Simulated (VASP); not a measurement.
# GaAs (rocksalt type) (Fm-3m) in VASP: further runs

GaAs (rocksalt type) is run at these levels: PBE; tasks: single point, relaxation of cell and atoms.

Everything below comes from runs of VASP 6.6.1. Logs are shortened: lines on timing, memory, paths and dates and some standing lists are left out, and cuts for length are marked.

## Step 1: The cell of the first run

Symmetry: Fm-3m, No. 225, cubic system. Conventional cell: a = 5.392 Å, b = 5.392 Å, c = 5.392 Å, α = 90.00°, β = 90.00°, γ = 90.00°. Ga (site symmetry m-3m) has 6 As at 2.70 Å within 3.6 Å. As (site symmetry m-3m) has 6 Ga at 2.70 Å within 3.6 Å.

## Step 2: Single point, PBE (volume scaled by 1, to set the pressure)

Contents of INCAR:

```
SYSTEM = GaAs
PREC = Accurate ; ENCUT = 520
EDIFF = 1E-7 ; ISMEAR = -1
SIGMA = 0.05 ; LREAL = .False.
LASPH = .True. ; NELM = 100
ALGO = Normal ; ISIF = 2
LWAVE = .False. ; LCHARG = .False.
GGA = PE ; NBANDS = 16
```

Contents of KPOINTS:

```
regular mesh
0
Gamma
  13 13 13
  0 0 0
```

Contents of POSCAR:

```
GaAs
1.0
    0.0000000000      2.6957908136      2.6957908136
    2.6957908136      0.0000000000      2.6957908136
    2.6957908136      2.6957908136      0.0000000000
Ga As
1 1
Direct
    0.0000000000      0.0000000000      0.0000000000
    0.5000000000      0.5000000000      0.5000000000
```

Potentials or basis: VASP PAW PBE potentials, release 64 (Ga_d, As).

On the command line:

```sh
$ cat potpaw_PBE.64/Ga_d/POTCAR potpaw_PBE.64/As/POTCAR > POTCAR
$ mpirun -np 1 vasp_std > vasp.out
```

OUTCAR:

```text
SYSTEM = GaAs
   PREC = Accurate
   ENCUT = 520
   EDIFF = 1E-7
   ISMEAR = -1
   LREAL = .False.
   LASPH = .True.
   NELM = 100
   ISIF = 2
   GGA = PE

 ion  position               nearest neighbor table
   1  0.000  0.000  0.000-   2 2.70   2 2.70   2 2.70   2 2.70   2 2.70   2 2.70
   2  0.500  0.500  0.500-   1 2.70   1 2.70   1 2.70   1 2.70   1 2.70   1 2.70

  LATTYP: Found a face centered cubic cell.
 ALAT       =     5.3915816272

  Lattice vectors:

 A1 = (   0.0000000000,   2.6957908136,   2.6957908136)
 A2 = (   2.6957908136,   0.0000000000,   2.6957908136)
 A3 = (   2.6957908136,   2.6957908136,   0.0000000000)

Analysis of symmetry for initial positions (statically):
=====================================================================
 Subroutine PRICEL returns:
 Original cell was already a primitive cell.

 Routine SETGRP: Setting up the symmetry group for a
 face centered cubic supercell.

 Subroutine GETGRP returns: Found 48 space group operations
 (whereof 48 operations were pure point group operations)
 out of a pool of 48 trial point group operations.

The static configuration has the point symmetry O_h .

Analysis of symmetry for dynamics (positions and initial velocities):
=====================================================================
 Subroutine PRICEL returns:
 Original cell was already a primitive cell.

 Routine SETGRP: Setting up the symmetry group for a
 face centered cubic supercell.

 Subroutine GETGRP returns: Found 48 space group operations
 (whereof 48 operations were pure point group operations)
 out of a pool of 48 trial point group operations.

The dynamic configuration has the point symmetry O_h .

 Subroutine INISYM returns: Found 48 space group operations
 (whereof 48 operations are pure point group operations),
 and found     1 'primitive' translations

----------------------------------------------------------------------------------------

                                     Primitive cell

  volume of cell :      39.1822

  direct lattice vectors                    reciprocal lattice vectors
     0.000000000  2.695790814  2.695790814    -0.185474332  0.185474332  0.185474332
     2.695790814  0.000000000  2.695790814     0.185474332 -0.185474332  0.185474332
     2.695790814  2.695790814  0.000000000     0.185474332  0.185474332 -0.185474332

  length of vectors
     3.812423930  3.812423930  3.812423930     0.321250966  0.321250966  0.321250966

  position of ions in fractional coordinates (direct lattice)
     0.000000000  0.000000000  0.000000000
     0.500000000  0.500000000  0.500000000

  ion indices of the primitive-cell ions
   primitive index   ion index
                 1           1
                 2           2

----------------------------------------------------------------------------------------

 KPOINTS: regular mesh

Automatic generation of k-mesh.
 Grid dimensions read from file:
 generate k-points for:   13   13   13

 Generating k-lattice:

  Cartesian coordinates                     Fractional coordinates (reciprocal lattice)
    -0.014267256  0.014267256  0.014267256     0.076923077  0.000000000  0.000000000
     0.014267256 -0.014267256  0.014267256     0.000000000  0.076923077  0.000000000
     0.014267256  0.014267256 -0.014267256     0.000000000  0.000000000  0.076923077

  Length of vectors
     0.024711613  0.024711613  0.024711613

  Shift w.r.t. Gamma in fractional coordinates (k-lattice)
     0.000000000  0.000000000  0.000000000

 Subroutine IBZKPT returns following result:
 ===========================================

 Found     84 irreducible k-points:

 Following reciprocal coordinates:
            Coordinates               Weight
  0.000000  0.000000  0.000000      1.000000
  0.076923  0.000000  0.000000      8.000000
  0.153846  0.000000  0.000000      8.000000
  0.230769  0.000000  0.000000      8.000000
  0.307692  0.000000  0.000000      8.000000
  0.384615  0.000000  0.000000      8.000000
[... 16 lines left out ...]
  0.384615  0.153846  0.000000     24.000000
  0.461538  0.153846  0.000000     24.000000
 [... further k-points ...]
   k-points           NKPTS =     84   k-points in BZ     NKDIM =     84   number of bands    NBANDS=     16
   number of dos      NEDOS =    301   number of ions     NIONS =      2
   total plane-waves  NPLWV =  21952
   dimension x,y,z NGX =    28 NGY =   28 NGZ =   28
   dimension x,y,z NGXF=    56 NGYF=   56 NGZF=   56
   ions per type =               1   1
   NGX,Y,Z   is equivalent  to a cutoff of  12.21, 12.21, 12.21 a.u.
   NGXF,Y,Z  is equivalent  to a cutoff of  24.42, 24.42, 24.42 a.u.
 SYSTEM =  GaAs
   PREC   = accura    normal or accurate (medium, high low for compatibility)
   ISTART =      0    job   : 0-new  1-cont  2-samecut
   ICHARG =      2    charge: 1-file 2-atom 10-const
   ISPIN  =      1    spin polarized calculation?
   LNONCOLLINEAR =      F non collinear calculations
   LSORBIT =      F    spin-orbit coupling
   LASPH  =      T    aspherical Exc in radial PAW
   ENCUT  =  520.0 eV  38.22 Ry    6.18 a.u.   7.09  7.09  7.09*2*pi/ulx,y,z
   NELM   =    100;   NELMIN=  2; NELMDL= -5     # of ELM steps
   EDIFF  = 0.1E-06   stopping-criterion for ELM
   LREAL  =      F    real-space projection
   EDIFFG = 0.1E-05   stopping-criterion for IOM
   NSW    =      0    number of steps for IOM
   IBRION =     -1    ionic relax: 0-MD 1-quasi-New 2-CG
   NFREE  =      0    steps in history (QN), initial steepest desc. (CG)
   ISIF   =      2    stress and relaxation
   ISYM   =      2    0-nonsym 1-usesym 2-fastsym
   POTIM  = 0.5000    time-step for ionic-motion
   TEBEG  =    0.0;   TEEND  =   0.0 temperature during run
   PSTRESS=    0.0 pullay stress
   NELECT =      18.0000    total number of electrons
   NUPDOWN=      -1.0000    fix difference up-down
   EMIN   =  10.00;   EMAX   =-10.00  energy-range for DOS
   EFERMI =   0.00;   METHOD = LEGACY
   ISMEAR =    -1;   SIGMA  =   0.05  broadening in eV -4-tet -1-fermi 0-gaus
   EFERMI_NEDOS =   21; number of points for ismear=-14 and -15
   IALGO  =     38    algorithm
   IMIX   =      4    mixing-type and parameters
     AMIX     =   0.40;   BMIX     =  1.00
     AMIX_MAG =   1.60;   BMIX_MAG =  1.00
  volume/ion in A,a.u.               =      19.59       132.21
  Fermi-wavevector in a.u.,A,eV,Ry     =   1.263192  2.387087 21.710202  1.595655
  Thomas-Fermi vector in A             =   2.396562
   LORBIT       =      0    0 simple, 1 ext, 2 COOP (PROOUT), +10 PAW based schemes
   GGA     = PE    functional components
[... 5 lines left out ...]
 non-spin polarized calculation
  energy-cutoff  :      520.00
  volume of cell :       39.18
 maximum number of plane-waves:      1067
   NGX = 15   NGY = 15   NGZ = 15

 number of electron      17.9999998 magnetization

 Free energy of the ion-electron system (eV)
  ---------------------------------------------------
  ext. energy  EPLUGINS =         0.00000000
  ---------------------------------------------------
  free energy    TOTEN  =        -7.63001635 eV

  energy without entropy =       -7.61818943  energy(sigma->0) =       -7.62410289

 E-fermi :   5.2006     XC(G=0): -10.6012

 val. band max:        5.1874349760   @ k =   0.2308   0.1538   0.0769
 cond. band min:       5.2024589680   @ k =   0.3846   0.1538   0.0769
 fundamental gap:      0.0150239920
 Fermi energy:         5.2005959857

 k-point     1 :       0.0000    0.0000    0.0000
  band No.  band energies     occupation
      1      -9.5398      2.00000
      2      -9.5398      2.00000
      3      -9.5203      2.00000
      4      -9.5203      2.00000
      5      -9.5203      2.00000
      6      -7.8637      2.00000
[... 8 lines left out ...]
     15      12.8157      0.00000
     16      12.8157      0.00000

 k-point     2 :       0.0769    0.0000    0.0000
  band No.  band energies     occupation
      1      -9.5411      2.00000
      2      -9.5411      2.00000
      3      -9.5204      2.00000
      4      -9.5189      2.00000
      5      -9.5189      2.00000
      6      -7.7852      2.00000
[... 8 lines left out ...]
     15      12.8028      0.00000
     16      12.9004      0.00000

 k-point     3 :       0.1538    0.0000    0.0000
  band No.  band energies     occupation
      1      -9.5454      2.00000
      2      -9.5454      2.00000
      3      -9.5211      2.00000
      4      -9.5147      2.00000
      5      -9.5147      2.00000
      6      -7.5522      2.00000
[... 8 lines left out ...]
     15      13.3112      0.00000
     16      13.3112      0.00000

 k-point     4 :       0.2308    0.0000    0.0000
  band No.  band energies     occupation
      1      -9.5521      2.00000
      2      -9.5521      2.00000
      3      -9.5224      2.00000
      4      -9.5081      2.00000
      5      -9.5081      2.00000
      6      -7.1737      2.00000
[... 8 lines left out ...]
     15      14.1445      0.00000
     16      14.1445      0.00000
[... 324 lines left out ...]
 k-point    22 :       0.3077    0.1538    0.0000
  band No.  band energies     occupation
      1      -9.5882      2.00000
      2      -9.5414      2.00000
      3      -9.5262      2.00000
      4      -9.5042      2.00000
      5      -9.4987      2.00000
      6      -6.7344      2.00000
[... 8 lines left out ...]
     15      16.1664      0.00000
     16      16.4067      0.00000

 k-point    23 :       0.3846    0.1538    0.0000
  band No.  band energies     occupation
      1      -9.5961      2.00000
      2      -9.5484      2.00000
      3      -9.5249      2.00000
      4      -9.5013      2.00000
      5      -9.4924      2.00000
      6      -6.2143      2.00000
[... 8 lines left out ...]
     15      17.3002      0.00000
     16      17.6705      0.00000

 k-point    24 :       0.4615    0.1538    0.0000
  band No.  band energies     occupation
      1      -9.5989      2.00000
      2      -9.5555      2.00000
      3      -9.5232      2.00000
      4      -9.4992      2.00000
      5      -9.4888      2.00000
      6      -5.6865      2.00000
[... 8 lines left out ...]
     15      18.4953      0.00000
     16      18.9449      0.00000

 [... further k-points ...]

------------------------ aborting loop because EDIFF is reached ----------------------------------------

  FORCE on cell =-STRESS in cart. coord.  units (eV):
  Direction    XX          YY          ZZ          XY          YZ          ZX
  --------------------------------------------------------------------------------------
  -------------------------------------------------------------------------------------
  Total        0.0591791      0.0591791      0.0591791     -0.0000000      0.0000000     -0.0000000
  in kB        2.4198594      2.4198594      2.4198594     -0.0000000      0.0000000     -0.0000000
  external PRESSURE =       2.4198594 kB  Pullay stress =       0.0000000 kB

 VOLUME and BASIS-vectors are now :
 -----------------------------------------------------------------------------
  energy-cutoff  :      520.00
  volume of cell :       39.18
      direct lattice vectors                 reciprocal lattice vectors
     0.000000000  2.695790814  2.695790814    -0.185474332  0.185474332  0.185474332
     2.695790814  0.000000000  2.695790814     0.185474332 -0.185474332  0.185474332
     2.695790814  2.695790814  0.000000000     0.185474332  0.185474332 -0.185474332

 POSITION                                       TOTAL-FORCE (eV/Angst)
 -----------------------------------------------------------------------------------
      0.00000      0.00000      0.00000        -0.000000      0.000000      0.000000
      2.69579      2.69579      2.69579         0.000000     -0.000000     -0.000000
 -----------------------------------------------------------------------------------
    total drift:                               -0.000000      0.000000      0.000000

  FREE ENERGIE OF THE ION-ELECTRON SYSTEM (eV)
  ---------------------------------------------------
  free  energy   TOTEN  =        -7.6300163466 eV

  energy  without entropy=       -7.6181894315  energy(sigma->0) =       -7.62410289
```

It took 36 s on 1 thread of Intel Xeon 6975P-C, shared host; peak memory 0.19 GiB.

Results:

* Free energy: -7.6300 eV
* Pressure: 0.2 GPa
* Band gap on the k mesh: zero (band 9 reaches 5.82 eV, above the bottom of band 10 at 2.73 eV)

Caveat: the cell differs from its parent crystal (volume scaled by 1, to set the pressure).

## Step 3: Single point, PBE

Contents of INCAR:

```
SYSTEM = GaAs
ALGO = Normal
EDIFF = 1E-6
ENCUT = 520
GGA = PE
ISIF = 2
ISMEAR = -1
LASPH = .TRUE.
LCHARG = .FALSE.
LREAL = .FALSE.
LWAVE = .FALSE.
NBANDS = 16
NELM = 100
PREC = Accurate
SIGMA = 0.05
```

Contents of KPOINTS:

```
k-points
0
G
  14 14 14
  0 0 0
```

POSCAR is that of step 2.

Potentials or basis: VASP PAW PBE potentials, release 64 (Ga_d, As).

On the command line:

```sh
$ cat potpaw_PBE.64/Ga_d/POTCAR potpaw_PBE.64/As/POTCAR > POTCAR
$ mpirun -np 1 vasp_std > vasp.out
```

Run time: 38 s. Hardware: 1 thread of Intel Xeon 6975P-C, shared host; peak memory 0.2 GiB.

It converged, with:

* Free energy: -7.6277 eV
* Pressure: 0.2 GPa
* Band gap on the k mesh: zero (band 9 reaches 5.81 eV, above the bottom of band 10 at 2.71 eV)

Levels at points of the mesh, in eV from the Fermi level:
| k point | band 6 | band 7 | band 8 | band 9 | band 10 | band 11 | band 12 | band 13 |
| --- | --- | --- | --- | --- | --- | --- | --- | --- |
| (0.00, 0.00, 0.00) | -13.07 | -0.12 | 0.05 | 0.05 | 0.05 | 7.33 | 7.33 | 7.33 |
| (0.50, 0.00, 0.00) | -10.81 | -7.55 | 0.25 | 0.25 | 2.67 | 2.98 | 2.98 | 4.21 |
| (0.50, 0.50, 0.00) | -9.96 | -5.44 | -3.61 | -2.50 | -2.50 | 3.64 | 10.01 | 10.01 |

## Step 4: Relaxation of cell and atoms, PBE

This run uses another cell than the first one, of 15.80 Å³/atom, 0.807 times its volume.

Contents of INCAR:

```
PREC = Accurate
ENCUT = 600
EDIFF = 1E-6
ISMEAR = -1
SIGMA = 0.05
LREAL = False
LASPH = True
NELM = 80
ALGO = Normal
ISIF = 3
LWAVE = False
LCHARG = False
GGA = PE
IBRION = 2
NSW = 60
EDIFFG = -0.005
```

Contents of KPOINTS:

```
Automatic mesh
0
Gamma
  14 14 14
```

Contents of POSCAR:

```
GaAs
1.0
    0.0000000000      2.5094205343      2.5094205343
    2.5094205343      0.0000000000      2.5094205343
    2.5094205343      2.5094205343      0.0000000000
Ga As
1 1
Direct
    0.0000000000      0.0000000000      0.0000000000
    0.5000000000      0.5000000000      0.5000000000
```

Potentials or basis: VASP PAW PBE potentials, release 64 (Ga_d, As).

On the command line:

```sh
$ cat potpaw_PBE.64/Ga_d/POTCAR potpaw_PBE.64/As/POTCAR > POTCAR
$ mpirun -np 1 vasp_std > vasp.out
```

OUTCAR:

```text
PREC = Accurate
   ENCUT = 600
   EDIFF = 1E-6
   ISMEAR = -1
   LREAL = False
   LASPH = True
   NELM = 80
   ISIF = 3
   GGA = PE
   IBRION = 2
   NSW = 60
   EDIFFG = -0.005

 ion  position               nearest neighbor table
   1  0.000  0.000  0.000-   2 2.51   2 2.51   2 2.51   2 2.51   2 2.51   2 2.51
   2  0.500  0.500  0.500-   1 2.51   1 2.51   1 2.51   1 2.51   1 2.51   1 2.51

  LATTYP: Found a face centered cubic cell.
 ALAT       =     5.0188410686

  Lattice vectors:

 A1 = (   0.0000000000,   2.5094205343,   2.5094205343)
 A2 = (   2.5094205343,   0.0000000000,   2.5094205343)
 A3 = (   2.5094205343,   2.5094205343,   0.0000000000)

Analysis of symmetry for initial positions (statically):
=====================================================================
 Subroutine PRICEL returns:
 Original cell was already a primitive cell.

 Routine SETGRP: Setting up the symmetry group for a
[... 223 lines left out ...]
      9       4.0163      0.39081
     10       4.0163      0.39080
     11      10.9139      0.00000
     12      10.9210      0.00000
     13      10.9270      0.00000
[... 475 lines left out ...]
--------------------------------------- Ionic step        5  -------------------------------------------

 number of electron      18.0000001 magnetization

 Free energy of the ion-electron system (eV)
  ---------------------------------------------------
  ext. energy  EPLUGINS =         0.00000000
  ---------------------------------------------------
  free energy    TOTEN  =        -7.62692512 eV

  energy without entropy =       -7.61435165  energy(sigma->0) =       -7.62063839

 E-fermi :   5.1796     XC(G=0): -10.5884

 val. band max:        5.1707405024   @ k =   0.2143   0.1429   0.0714
 cond. band min:       5.1859780302   @ k =   0.4286   0.2857   0.0714
 fundamental gap:      0.0152375278
 Fermi energy:         5.1795516319

 k-point     1 :       0.0000    0.0000    0.0000
  band No.  band energies     occupation
      1      -9.5733      2.00000
      2      -9.5733      2.00000
      3      -9.5540      2.00000
      4      -9.5540      2.00000
      5      -9.5540      2.00000
      6      -7.8693      2.00000
      7       5.0388      1.88706
      8       5.2343      0.50171
      9       5.2343      0.50170
     10       5.2343      0.50170
     11      12.5044      0.00000
     12      12.5044      0.00000
     13      12.5044      0.00000
[... 397 lines left out ...]
  FREE ENERGIE OF THE ION-ELECTRON SYSTEM (eV)
  ---------------------------------------------------
  free  energy   TOTEN  =        -7.6269251243 eV

  energy  without entropy=       -7.6143516514  energy(sigma->0) =       -7.62063839

 reached required accuracy - stopping structural energy minimisation
```

OSZICAR:

```text
N       E                     dE             d eps       ncg     rms          rms(c)
DAV:   1     0.844400151859E+02    0.84440E+02   -0.10149E+04  2794   0.237E+03
[... 43 lines left out ...]
       N       E                     dE             d eps       ncg     rms          rms(c)
DAV:   1    -0.762771924459E+01   -0.84267E-03   -0.11149E-02  3264   0.201E+00    0.163E-01
DAV:   2    -0.762709974541E+01    0.61950E-03   -0.11713E-03  3379   0.765E-01    0.757E-02
DAV:   3    -0.762694111503E+01    0.15863E-03   -0.18578E-04  3424   0.260E-01    0.166E-02
DAV:   4    -0.762692750082E+01    0.13614E-04   -0.14074E-05  3353   0.514E-02    0.597E-03
DAV:   5    -0.762692511909E+01    0.23817E-05   -0.17735E-06  1501   0.215E-02    0.830E-04
DAV:   6    -0.762692512427E+01   -0.51814E-08   -0.19265E-07  1377   0.607E-03
   5 F= -.76269251E+01 E0= -.76206384E+01  d E =-.485480E-04
```

Run time: 2.2 min. Hardware: 1 thread of Intel Xeon 6975P-C, shared host; peak memory 0.21 GiB.

What came out:

```yaml
Free_energy: -7.6269 eV
Relaxed_volume: 19.65 Å³/atom
Relaxed_cell: a = 3.816 Å, b = 3.816 Å, c = 3.816 Å, α = 60.00°, β = 60.00°, γ = 60.00°
Space_group_after_relaxing_to_0.05_Å: Fm-3m (No. 225)
Energy_gained_by_relaxing: 249.4 meV/atom
Ionic_steps: 5
Pressure_after_relaxing: 0.0 GPa
Band_gap_on_the_k_mesh: zero (band 9 reaches 5.78 eV, above the bottom of band 10 at 2.69 eV)
```

The path:
```csv
step,energy change (eV),largest force (eV/Å),pressure (GPa),volume (Å³)
1,0.0000,0.0000,25.64,31.60
2,-0.3736,0.0000,-6.58,44.64
3,-0.4988,0.0000,0.12,39.22
4,-0.4988,0.0000,-0.14,39.38
5,-0.4988,0.0000,-0.02,39.29
```

Final structure:
```
CELL_PARAMETERS angstrom
0.00000 2.69833 2.69833
2.69833 0.00000 2.69833
2.69833 2.69833 0.00000
ATOMIC_POSITIONS crystal
Ga 0.00000 0.00000 0.00000
As 0.50000 0.50000 0.50000
```

Levels at points of the mesh, in eV from the Fermi level:
```tsv
k point	band 6	band 7	band 8	band 9	band 10	band 11	band 12	band 13
(0.00, 0.00, 0.00)	-13.05	-0.14	0.05	0.05	0.05	7.32	7.32	7.32
(0.50, 0.00, 0.00)	-10.80	-7.54	0.25	0.25	2.67	2.98	2.98	4.19
(0.50, 0.50, 0.00)	-9.96	-5.42	-3.61	-2.49	-2.49	3.64	9.98	9.98
```

Caveat: the volume moved by over 15 % at a fixed basis, so the end points are rough.

[end of part 1 of 2]
